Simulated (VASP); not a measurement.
A run of VASP 6.6.1:

The input POSCAR:

```
ZrH
1.0
   -1.6439100000      1.6439100000      2.5044000000
    1.6439100000     -1.6439100000      2.5044000000
    1.6439100000      1.6439100000     -2.5044000000
Zr H
1 1
Direct
    0.0000000000      0.0000000000      0.0000000000
    0.7500000000      0.2500000000      0.5000000000
```

The input INCAR.step1:

```
ALGO = Normal ; EDIFF = 1E-4
ENCUT = 600 ; GGA = PE
ISMEAR = 1 ; LASPH = True
LCHARG = False ; LREAL = False
LWAVE = True ; NELM = 60
PREC = Accurate ; SIGMA = 0.05
```

The input INCAR.step2:

```
ALGO = Normal ; EDIFF = 1E-6
EDIFFG = -0.01 ; ENCUT = 600
IBRION = 2 ; ISIF = 3
ISMEAR = 1 ; ISTART = 1
LASPH = True ; LCHARG = False
LMIXTAU = True ; LREAL = False
LWAVE = False ; METAGGA = R2SCAN
NELM = 60 ; NSW = 60
PREC = Accurate ; SIGMA = 0.05
```

File KPOINTS:

```
k-points
0
Gamma
  11 11 11
```

Potentials or basis: VASP PAW PBE potentials, release 64 (Zr_sv, H).

Launch:

```sh
$ cat potpaw_PBE.64/Zr_sv/POTCAR potpaw_PBE.64/H/POTCAR > POTCAR
$ cp INCAR.step1 INCAR
$ mpirun -np 1 vasp_std > vasp.out
$ cp INCAR.step2 INCAR
$ mpirun -np 1 vasp_std > vasp.out
```

Hardware: 1 thread of Intel(R) Xeon(R) 6975P-C (Granite Rapids), on a shared host.

Q: Estimate the wall time of this run.

A: Wall time 4.7 min on 1 thread of Intel(R) Xeon(R) 6975P-C (Granite Rapids) (shared host), peak memory 0.2 GiB. Counts: k points 126, ion steps 5.
